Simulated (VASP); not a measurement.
# Zr (P6_3/mmc) in VASP: notebook

Zr is run at these levels: PBE; tasks: single point.

All numbers are computed with VASP 6.6.1; they aren't measurements. Logs are shortened: lines on timing, memory, paths and dates and some standing lists are left out, and cuts for length are marked.

### Step 1. The cell of the first run

Symmetry: P6_3/mmc, No. 194, hexagonal system. Conventional cell: a = 3.253 Å, b = 3.253 Å, c = 5.181 Å, α = 90.00°, β = 90.00°, γ = 120.00°. Within 4.2 Å of Zr (site symmetry -6m2) lie 12 Zr at 3.20 to 3.25 Å.

### Step 2. Single point, PBE (23.75 Å³/atom)

INCAR reads:

```
SYSTEM = Zr
PREC = Accurate
ENCUT = 520
EDIFF = 1E-7
ISMEAR = -1
SIGMA = 0.03
LREAL = .False.
LASPH = .True.
NELM = 60
ALGO = Normal
ISIF = 2
LWAVE = .False.
LCHARG = .False.
GGA = PE
NBANDS = 19
```

KPOINTS reads:

```
Automatic mesh
0
Gamma
  13 13 7
  0 0 0
```

POSCAR reads:

```
Zr
1.0
    3.2534028080      0.0000000000      0.0000000000
   -1.6267014040      2.8175294804      0.0000000000
    0.0000000000      0.0000000000      5.1810870861
Zr
2
Direct
    0.3333333333      0.6666666667      0.2500000000
    0.6666666667      0.3333333333      0.7500000000
```

Potentials or basis: VASP PAW PBE potentials, release 64 (Zr_sv).

Run with:

```
> cat potpaw_PBE.64/Zr_sv/POTCAR > POTCAR
> mpirun -np 1 vasp_std > vasp.out
```

OUTCAR:

```text
SYSTEM = Zr
   PREC = Accurate
   ENCUT = 520
   EDIFF = 1E-7
   ISMEAR = -1
   LREAL = .False.
   LASPH = .True.
   NELM = 60
   ISIF = 2
   GGA = PE

 ion  position               nearest neighbor table
   1  0.333  0.667  0.250-   2 3.20   2 3.20   2 3.20   2 3.20   2 3.20   2 3.20
   2  0.667  0.333  0.750-   1 3.20   1 3.20   1 3.20   1 3.20   1 3.20   1 3.20

  LATTYP: Found a hexagonal cell.
 ALAT       =     3.2534028080
 C/A-ratio  =     1.5925132521

  Lattice vectors:

 A1 = (   3.2534028080,   0.0000000000,   0.0000000000)
 A2 = (  -1.6267014040,   2.8175294804,   0.0000000000)
 A3 = (   0.0000000000,   0.0000000000,   5.1810870861)

Analysis of symmetry for initial positions (statically):
=====================================================================
 Subroutine PRICEL returns:
 Original cell was already a primitive cell.

 Routine SETGRP: Setting up the symmetry group for a
 hexagonal supercell.

 Subroutine GETGRP returns: Found 24 space group operations
 (whereof 12 operations were pure point group operations)
 out of a pool of 24 trial point group operations.

The static configuration has the point symmetry D_3d.
 The point group associated with its full space group is D_6h.

Analysis of symmetry for dynamics (positions and initial velocities):
=====================================================================
 Subroutine PRICEL returns:
 Original cell was already a primitive cell.

 Routine SETGRP: Setting up the symmetry group for a
 hexagonal supercell.

 Subroutine GETGRP returns: Found 24 space group operations
 (whereof 12 operations were pure point group operations)
 out of a pool of 24 trial point group operations.

The dynamic configuration has the point symmetry D_3d.
 The point group associated with its full space group is D_6h.

 Subroutine INISYM returns: Found 24 space group operations
 (whereof 12 operations are pure point group operations),
 and found     1 'primitive' translations

----------------------------------------------------------------------------------------

                                     Primitive cell

  volume of cell :      47.4927

  direct lattice vectors                    reciprocal lattice vectors
     3.253402808  0.000000000  0.000000000     0.307370485  0.177460432  0.000000000
    -1.626701404  2.817529480  0.000000000     0.000000000  0.354920865  0.000000000
     0.000000000  0.000000000  5.181087086     0.000000000  0.000000000  0.193009688

  length of vectors
     3.253402808  3.253402808  5.181087086     0.354920865  0.354920865  0.193009688

  position of ions in fractional coordinates (direct lattice)
     0.333333333  0.666666667  0.250000000
     0.666666667  0.333333333  0.750000000

  ion indices of the primitive-cell ions
   primitive index   ion index
                 1           1
                 2           2

----------------------------------------------------------------------------------------

 KPOINTS: Automatic mesh

Automatic generation of k-mesh.
 Grid dimensions read from file:
 generate k-points for:   13   13    7

 Generating k-lattice:

  Cartesian coordinates                     Fractional coordinates (reciprocal lattice)
     0.023643883  0.013650802  0.000000000     0.076923077  0.000000000  0.000000000
     0.000000000  0.027301605  0.000000000     0.000000000  0.076923077  0.000000000
     0.000000000  0.000000000  0.027572813     0.000000000  0.000000000  0.142857143

  Length of vectors
     0.027301605  0.027301605  0.027572813

  Shift w.r.t. Gamma in fractional coordinates (k-lattice)
     0.000000000  0.000000000  0.000000000

 Subroutine IBZKPT returns following result:
 ===========================================

 Found     84 irreducible k-points:

 Following reciprocal coordinates:
            Coordinates               Weight
  0.000000  0.000000  0.000000      1.000000
  0.076923 -0.000000  0.000000      6.000000
  0.153846  0.000000  0.000000      6.000000
  0.230769  0.000000  0.000000      6.000000
  0.307692  0.000000  0.000000      6.000000
  0.384615  0.000000  0.000000      6.000000
[... 16 lines left out ...]
  0.076923 -0.000000  0.142857     12.000000
  0.153846  0.000000  0.142857     12.000000
 [... further k-points ...]
   k-points           NKPTS =     84   k-points in BZ     NKDIM =     84   number of bands    NBANDS=     19
   number of dos      NEDOS =    301   number of ions     NIONS =      2
   total plane-waves  NPLWV =  23040
   dimension x,y,z NGX =    24 NGY =   24 NGZ =   40
   dimension x,y,z NGXF=    48 NGYF=   48 NGZF=   80
   ions per type =               2
   NGX,Y,Z   is equivalent  to a cutoff of  12.26, 12.26, 12.83 a.u.
   NGXF,Y,Z  is equivalent  to a cutoff of  24.53, 24.53, 25.67 a.u.
 SYSTEM =  Zr
   PREC   = accura    normal or accurate (medium, high low for compatibility)
   ISTART =      0    job   : 0-new  1-cont  2-samecut
   ICHARG =      2    charge: 1-file 2-atom 10-const
   ISPIN  =      1    spin polarized calculation?
   LNONCOLLINEAR =      F non collinear calculations
   LSORBIT =      F    spin-orbit coupling
   LASPH  =      T    aspherical Exc in radial PAW
   ENCUT  =  520.0 eV  38.22 Ry    6.18 a.u.   6.05  6.05  9.63*2*pi/ulx,y,z
   NELM   =     60;   NELMIN=  2; NELMDL= -5     # of ELM steps
   EDIFF  = 0.1E-06   stopping-criterion for ELM
   LREAL  =      F    real-space projection
   EDIFFG = 0.1E-05   stopping-criterion for IOM
   NSW    =      0    number of steps for IOM
   IBRION =     -1    ionic relax: 0-MD 1-quasi-New 2-CG
   NFREE  =      0    steps in history (QN), initial steepest desc. (CG)
   ISIF   =      2    stress and relaxation
   ISYM   =      2    0-nonsym 1-usesym 2-fastsym
   POTIM  = 0.5000    time-step for ionic-motion
   TEBEG  =    0.0;   TEEND  =   0.0 temperature during run
   PSTRESS=    0.0 pullay stress
   NELECT =      24.0000    total number of electrons
   NUPDOWN=      -1.0000    fix difference up-down
   EMIN   =  10.00;   EMAX   =-10.00  energy-range for DOS
   EFERMI =   0.00;   METHOD = LEGACY
   ISMEAR =    -1;   SIGMA  =   0.03  broadening in eV -4-tet -1-fermi 0-gaus
   EFERMI_NEDOS =   21; number of points for ismear=-14 and -15
   IALGO  =     38    algorithm
   IMIX   =      4    mixing-type and parameters
     AMIX     =   0.40;   BMIX     =  1.00
     AMIX_MAG =   1.60;   BMIX_MAG =  1.00
  volume/ion in A,a.u.               =      23.75       160.25
  Fermi-wavevector in a.u.,A,eV,Ry     =   1.303976  2.464157 23.134703  1.700353
  Thomas-Fermi vector in A             =   2.434942
   LORBIT       =      0    0 simple, 1 ext, 2 COOP (PROOUT), +10 PAW based schemes
   GGA     = PE    functional components
   LHFCALC =     F    Hartree Fock is set to
   AEXX    =    0.0000 exact exchange contribution
   IVDW    =     0    specifies the selected vdW correction
   LEPSILON=     F    determine dielectric tensor
   LRPA    =     F    only Hartree local field effects (RPA)
 non-spin polarized calculation
  energy-cutoff  :      520.00
  volume of cell :       47.49
 maximum number of plane-waves:      1298
   NGX = 13   NGY = 13   NGZ = 19

 number of electron      24.0000001 magnetization

 Free energy of the ion-electron system (eV)
  ---------------------------------------------------
  ext. energy  EPLUGINS =         0.00000000
  ---------------------------------------------------
  free energy    TOTEN  =       -17.03930609 eV

  energy without entropy =      -17.03233277  energy(sigma->0) =      -17.03581943

 E-fermi :   8.8001     XC(G=0): -10.9926

 val. band max:        8.7884635164   @ k =   0.3077   0.2308   0.2857
 cond. band min:       8.8137337778   @ k =   0.2308   0.1538   0.4286
 fundamental gap:      0.0252702614
 Fermi energy:         8.8000781032

 k-point     1 :       0.0000    0.0000    0.0000
  band No.  band energies     occupation
      1     -40.1032      2.00000
      2     -39.9610      2.00000
      3     -18.5914      2.00000
      4     -17.7746      2.00000
      5     -17.7746      2.00000
      6     -17.6471      2.00000
[... 11 lines left out ...]
     18      10.8740      0.00000
     19      13.1135      0.00000

 k-point     2 :       0.0769   -0.0000    0.0000
  band No.  band energies     occupation
      1     -40.0970      2.00000
      2     -39.9585      2.00000
      3     -18.5745      2.00000
      4     -17.8119      2.00000
      5     -17.7869      2.00000
      6     -17.6801      2.00000
[... 11 lines left out ...]
     18      10.7335      0.00000
     19      13.2166      0.00000

 k-point     3 :       0.1538    0.0000    0.0000
  band No.  band energies     occupation
      1     -40.0796      2.00000
      2     -39.9517      2.00000
      3     -18.5255      2.00000
      4     -17.9153      2.00000
      5     -17.8200      2.00000
      6     -17.7853      2.00000
[... 11 lines left out ...]
     18      10.8581      0.00000
     19      13.4388      0.00000

 k-point     4 :       0.2308    0.0000    0.0000
  band No.  band energies     occupation
      1     -40.0540      2.00000
      2     -39.9429      2.00000
      3     -18.4503      2.00000
      4     -18.0610      2.00000
      5     -17.9279      2.00000
      6     -17.8646      2.00000
[... 11 lines left out ...]
     18      11.5011      0.00000
     19      13.6554      0.00000

 k-point     5 :       0.3077    0.0000    0.0000
  band No.  band energies     occupation
      1     -40.0250      2.00000
      2     -39.9353      2.00000
      3     -18.3586      2.00000
      4     -18.2151      2.00000
      5     -18.0731      2.00000
      6     -17.9101      2.00000
[... 11 lines left out ...]
     18      12.3048      0.00000
     19      13.8117      0.00000

 k-point     6 :       0.3846    0.0000    0.0000
  band No.  band energies     occupation
      1     -39.9983      2.00000
      2     -39.9315      2.00000
      3     -18.3421      2.00000
      4     -18.2652      2.00000
      5     -18.1893      2.00000
      6     -17.9468      2.00000
[... 11 lines left out ...]
     18      13.1450      0.00000
     19      13.9032      0.00000

 k-point     7 :       0.4615   -0.0000    0.0000
  band No.  band energies     occupation
      1     -39.9809      2.00000
      2     -39.9317      2.00000
      3     -18.4133      2.00000
      4     -18.2534      2.00000
      5     -18.1969      2.00000
      6     -17.9671      2.00000
[... 11 lines left out ...]
     18      13.9434      0.00000
     19      14.1921      0.00000

 k-point     8 :       0.0769    0.0769    0.0000
  band No.  band energies     occupation
      1     -40.0852      2.00000
      2     -39.9538      2.00000
      3     -18.5415      2.00000
      4     -17.8755      2.00000
      5     -17.8241      2.00000
      6     -17.7395      2.00000
[... 256 lines left out ...]
 k-point    20 :       0.3846    0.2308    0.0000
  band No.  band energies     occupation
      1     -39.9595      2.00000
      2     -39.9362      2.00000
      3     -18.3371      2.00000
      4     -18.1825      2.00000
      5     -18.1144      2.00000
      6     -18.1021      2.00000
[... 11 lines left out ...]
     18      13.4663      0.00000
     19      15.0193      0.00000

 k-point    21 :       0.3077    0.3077    0.0000
  band No.  band energies     occupation
      1     -39.9531      2.00000
      2     -39.9394      2.00000
      3     -18.3049      2.00000
      4     -18.1781      2.00000
      5     -18.1290      2.00000
      6     -18.0692      2.00000
[... 11 lines left out ...]
     18      13.3968      0.00000
     19      15.0832      0.00000

 k-point    22 :       0.0000    0.0000    0.1429
  band No.  band energies     occupation
      1     -40.0963      2.00000
      2     -39.9682      2.00000
      3     -18.5474      2.00000
      4     -17.7680      2.00000
      5     -17.7680      2.00000
      6     -17.6970      2.00000
[... 11 lines left out ...]
     18      11.1245      0.00000
     19      13.1585      0.00000

 k-point    23 :       0.0769   -0.0000    0.1429
  band No.  band energies     occupation
      1     -40.0903      2.00000
      2     -39.9655      2.00000
      3     -18.5326      2.00000
      4     -17.8043      2.00000
      5     -17.7800      2.00000
      6     -17.7262      2.00000
[... 11 lines left out ...]
     18      11.0369      0.00000
     19      13.2419      0.00000

 k-point    24 :       0.1538    0.0000    0.1429
  band No.  band energies     occupation
      1     -40.0733      2.00000
      2     -39.9581      2.00000
      3     -18.4906      2.00000
      4     -17.9047      2.00000
      5     -17.8229      2.00000
      6     -17.8122      2.00000
[... 11 lines left out ...]
     18      11.0222      0.00000
     19      13.4174      0.00000

 [... further k-points ...]

------------------------ aborting loop because EDIFF is reached ----------------------------------------

  FORCE on cell =-STRESS in cart. coord.  units (eV):
  Direction    XX          YY          ZZ          XY          YZ          ZX
  --------------------------------------------------------------------------------------
  -------------------------------------------------------------------------------------
  Total       -0.4712543     -0.4712543     -0.2529684      0.0000000     -0.0000000      0.0000000
  in kB      -15.8978616    -15.8978616     -8.5339425      0.0000000     -0.0000000      0.0000000
  external PRESSURE =     -13.4432219 kB  Pullay stress =       0.0000000 kB

 VOLUME and BASIS-vectors are now :
 -----------------------------------------------------------------------------
  energy-cutoff  :      520.00
  volume of cell :       47.49
      direct lattice vectors                 reciprocal lattice vectors
     3.253402808  0.000000000  0.000000000     0.307370485  0.177460432  0.000000000
    -1.626701404  2.817529480  0.000000000     0.000000000  0.354920865  0.000000000
     0.000000000  0.000000000  5.181087086     0.000000000  0.000000000  0.193009688

 POSITION                                       TOTAL-FORCE (eV/Angst)
 -----------------------------------------------------------------------------------
     -0.00000      1.87835      1.29527         0.000000      0.000000      0.000000
      1.62670      0.93918      3.88582        -0.000000     -0.000000      0.000000
 -----------------------------------------------------------------------------------
    total drift:                                0.000000     -0.000000      0.000000

  FREE ENERGIE OF THE ION-ELECTRON SYSTEM (eV)
  ---------------------------------------------------
  free  energy   TOTEN  =       -17.0393060931 eV

  energy  without entropy=      -17.0323327683  energy(sigma->0) =      -17.03581943
```

Wall time 78 s (1 thread of Intel Xeon 8259CL, shared host); peak memory 0.2 GiB.

What came out:

| Quantity | Value |
| --- | --- |
| Free energy | -17.0393 eV |
| Pressure | -1.3 GPa |
| Band gap on the k mesh | zero (bands 12 and 13 overlap by 1.10 eV) |

### Step 3. Single point, PBE (24.68 Å³/atom)

This run uses another cell than the first one, of 24.68 Å³/atom.

INCAR reads:

```
SYSTEM = Zr
  PREC = Accurate
  ENCUT = 520
  EDIFF = 1E-6
  ISMEAR = -1
  SIGMA = 0.03
  LREAL = .False.
  LASPH = .True.
  NELM = 100
  ALGO = Normal
  ISIF = 2
  LWAVE = .False.
  LCHARG = .False.
  GGA = PE
  NBANDS = 19
```

KPOINTS reads:

```
regular mesh
0
Gamma
  13 13 7
  0 0 0
```

POSCAR reads:

```
Zr
1.0
    3.2953868297      0.0000000000      0.0000000000
   -1.6476934148      2.8538887098      0.0000000000
    0.0000000000      0.0000000000      5.2479471970
Zr
2
Direct
    0.3333333333      0.6666666667      0.2500000000
    0.6666666667      0.3333333333      0.7500000000
```

Potentials or basis: VASP PAW PBE potentials, release 64 (Zr_sv).

Run with:

```
> cat potpaw_PBE.64/Zr_sv/POTCAR > POTCAR
> mpirun -np 1 vasp_std > vasp.out
```

OUTCAR:

```text
SYSTEM = Zr
   PREC = Accurate
   ENCUT = 520
   EDIFF = 1E-6
   ISMEAR = -1
   LREAL = .False.
   LASPH = .True.
   NELM = 100
   ISIF = 2
   GGA = PE

 ion  position               nearest neighbor table
   1  0.333  0.667  0.250-   2 3.24   2 3.24   2 3.24   2 3.24   2 3.24   2 3.24
   2  0.667  0.333  0.750-   1 3.24   1 3.24   1 3.24   1 3.24   1 3.24   1 3.24

  LATTYP: Found a hexagonal cell.
 ALAT       =     3.2953868297
 C/A-ratio  =     1.5925132521

  Lattice vectors:

 A1 = (   3.2953868297,   0.0000000000,   0.0000000000)
 A2 = (  -1.6476934148,   2.8538887098,   0.0000000000)
 A3 = (   0.0000000000,   0.0000000000,   5.2479471970)

Analysis of symmetry for initial positions (statically):
=====================================================================
 Subroutine PRICEL returns:
 Original cell was already a primitive cell.

 Routine SETGRP: Setting up the symmetry group for a
 hexagonal supercell.

 Subroutine GETGRP returns: Found 24 space group operations
 (whereof 12 operations were pure point group operations)
 out of a pool of 24 trial point group operations.
[... 161 lines left out ...]
  free energy    TOTEN  =       -17.00524677 eV

  energy without entropy =      -16.99837015  energy(sigma->0) =      -17.00180846

 E-fermi :   8.3839     XC(G=0): -10.8207

 val. band max:        8.3780702316   @ k =   0.1538   0.0000   0.0000
 cond. band min:       8.4078698504   @ k =   0.2308   0.1538   0.4286
 fundamental gap:      0.0297996188
 Fermi energy:         8.3838961275

 k-point     1 :       0.0000    0.0000    0.0000
  band No.  band energies     occupation
      1     -40.6003      2.00000
      2     -40.4796      2.00000
      3     -19.0248      2.00000
      4     -18.3020      2.00000
      5     -18.3020      2.00000
      6     -18.1921      2.00000
[... 505 lines left out ...]
      6     -18.3350      2.00000
[... 11 lines left out ...]
     18      10.5246      0.00000
     19      12.7968      0.00000

 [... further k-points ...]

------------------------ aborting loop because EDIFF is reached ----------------------------------------

  FORCE on cell =-STRESS in cart. coord.  units (eV):
  Direction    XX          YY          ZZ          XY          YZ          ZX
  --------------------------------------------------------------------------------------
  -------------------------------------------------------------------------------------
  Total       -1.4529498     -1.4529498     -1.3078580     -0.0000000     -0.0000000      0.0000000
  in kB      -47.1659195    -47.1659195    -42.4559225     -0.0000000     -0.0000000      0.0000000
  external PRESSURE =     -45.5959205 kB  Pullay stress =       0.0000000 kB

 VOLUME and BASIS-vectors are now :
 -----------------------------------------------------------------------------
  energy-cutoff  :      520.00
  volume of cell :       49.36
      direct lattice vectors                 reciprocal lattice vectors
     3.295386830  0.000000000  0.000000000     0.303454511  0.175199544  0.000000000
    -1.647693415  2.853888710  0.000000000     0.000000000  0.350399088  0.000000000
     0.000000000  0.000000000  5.247947197     0.000000000  0.000000000  0.190550698

 POSITION                                       TOTAL-FORCE (eV/Angst)
 -----------------------------------------------------------------------------------
     -0.00000      1.90259      1.31199        -0.000000      0.000000      0.000000
      1.64769      0.95130      3.93596         0.000000      0.000000      0.000000
 -----------------------------------------------------------------------------------
    total drift:                               -0.000000      0.000000     -0.000000

  FREE ENERGIE OF THE ION-ELECTRON SYSTEM (eV)
  ---------------------------------------------------
  free  energy   TOTEN  =       -17.0052467722 eV

  energy  without entropy=      -16.9983701480  energy(sigma->0) =      -17.00180846
```

Run time: 1.9 min. Hardware: 1 thread of Intel Xeon 8259CL, shared host; peak memory 0.22 GiB.

Results:

```
Free energy            : -17.0052 eV
Pressure               : -4.6 GPa
Band gap on the k mesh : zero (bands 12 and 13 overlap by 1.11 eV)
```

Levels at points of the mesh, in eV from the Fermi level:
| k point | band 8 | band 9 | band 10 | band 11 | band 12 | band 13 | band 14 | band 15 | band 16 | band 17 |
| --- | --- | --- | --- | --- | --- | --- | --- | --- | --- | --- |
| (0.00, 0.00, 0.00) | -26.57 | -5.57 | -2.90 | 0.83 | 0.83 | 0.94 | 0.96 | 1.46 | 1.46 | 2.00 |

Caveat: the cell stands under tension.
